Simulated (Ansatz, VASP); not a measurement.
One calculation of Zr, two programs

```
CELL_PARAMETERS angstrom
6.46725 0.00000 0.00000
-3.23363 5.60080 0.00000
0.00000 0.00000 27.41794
ATOMIC_POSITIONS crystal
Zr 0.33333 0.16667 0.29178
Zr 0.33333 0.66667 0.29178
Zr 0.83333 0.16667 0.29178
Zr 0.83333 0.66667 0.29178
Zr 0.16667 0.33333 0.38602
Zr 0.16667 0.83333 0.38602
Zr 0.66667 0.33333 0.38602
Zr 0.66667 0.83333 0.38602
Zr 0.33327 0.16678 0.48328
Zr 0.33340 0.66673 0.48335
Zr 0.83310 0.16660 0.48334
Zr 0.83296 0.66660 0.48335
Zr 0.16636 0.33308 0.57206
Zr 0.16646 0.83355 0.57191
Zr 0.66652 0.33317 0.57203
Zr 0.66636 0.83336 0.57231
```

Alike in both runs: task single point; functional PBE; k mesh 4 × 4 × 1; occupations gaussian, width 0.1 eV; no spin polarisation.

|  | VASP | Ansatz |
| --- | --- | --- |
| version | VASP 6.6.1 | Ansatz 0.2.0 |
| potentials or method | VASP PAW PBE potentials, release 64 (Zr_sv), cutoff 400 eV | scalar-relativistic, plane waves, PAW |
| valence electrons in the cell | 192 | 192 |

```csv
,VASP,Ansatz,Ansatz less VASP
gap on the k mesh at the Fermi level (eV),none,none,-
rms of the force components (eV/Å),0.227,0.227,+0.0002
```

Atom by atom the forces differ by 0.001 eV/Å (rms over components). A gap of «none» marks a metal or a gap that the smearing closes.
